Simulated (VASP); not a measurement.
Wanted: the native input for a VASP 6.6.1 run.

| Property | Result |
| --- | --- |
| Task | single point |
| Functional | PBE |
| Potentials or basis | VASP PAW PBE potentials, release 64 (Sn_d, O) |
| Cutoff | 520 eV |
| k mesh | 8 × 8 × 11 |
| Occupations | fermi-dirac, width 0.05 eV |
| Spin | no spin polarisation |
| Dipole correction | no |
| Further INCAR settings | ALGO = Normal; EDIFF = 1e-07; NBANDS = 35 |

The structure of SnO2 (rutile type) lies in POSCAR:

```
SnO2
1.0
    4.8270227918      0.0000000000      0.0000000000
    0.0000000000      4.8270227918      0.0000000000
    0.0000000000      0.0000000000      3.2382847993
Sn O
2 4
Direct
    0.0000000000      0.0000000000      0.0000000000
    0.5000000000      0.5000000000      0.5000000000
    0.3065726999      0.3065726999      0.0000000000
    0.6934273001      0.6934273001      0.0000000000
    0.8065726999      0.1934273001      0.5000000000
    0.1934273001      0.8065726999      0.5000000000
```

The input as run:

INCAR

```
PREC = Accurate
ENCUT = 520
EDIFF = 1E-7
ISMEAR = -1
SIGMA = 0.05
LREAL = F
LASPH = T
NELM = 80
ALGO = Normal
ISIF = 2
LWAVE = F
LCHARG = T
GGA = PE
LELF = T
LVHAR = T
NBANDS = 35
```

KPOINTS

```
Automatic mesh
0
Gamma
  8 8 11
```

Potentials or basis: VASP PAW PBE potentials, release 64 (Sn_d, O).

Command:

```console
$ cat potpaw_PBE.64/Sn_d/POTCAR potpaw_PBE.64/O/POTCAR > POTCAR
$ mpirun -np 1 vasp_std > vasp.out
```

Results of the run:

```
Pressure               : 0.6 GPa
Largest force          : 0.016 eV/Å
Band gap on the k mesh : 0.67 eV
```

Caveat: spin-orbit coupling is left out, which moves the levels of the heavy elements; an odd mesh through Γ misses points on the zone boundary, where band edges can lie.

Run time: 2.8 min on 1 thread of Intel(R) Xeon(R) Platinum 8259CL CPU @ 2.50GHz (Skylake/Cascade Lake), with other jobs on the host, peak memory 0.3 GiB.
